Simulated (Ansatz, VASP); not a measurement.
## SiC in VASP and in Ansatz

```
CELL_PARAMETERS angstrom
0.00000 2.18773 2.18773
2.18773 0.00000 2.18773
2.18773 2.18773 0.00000
ATOMIC_POSITIONS crystal
Si 0.00000 0.00000 0.00000
C 0.75000 0.75000 0.75000
```

Alike in both runs: task single point; functional r2SCAN; dispersion D4; k mesh 10 × 10 × 10; occupations gaussian, width 0.05 eV; no spin polarisation.

```csv
,VASP,Ansatz
version,VASP 6.6.1,Ansatz 0.2.0
potentials or method,"VASP PAW PBE potentials, release 64 (Si, C), cutoff 520 eV","scalar-relativistic, plane waves, PAW"
valence electrons in the cell,8,8
```

```csv
,VASP,Ansatz,Ansatz less VASP
gap on the k mesh at the Fermi level (eV),1.73,1.72,-0.011
least direct gap on the mesh (eV),5.04,5.03,-0.012
pressure (GPa),-4.5,-4.4,+0.16
```

VASP's potentials were made for PBE, not for r2SCAN.
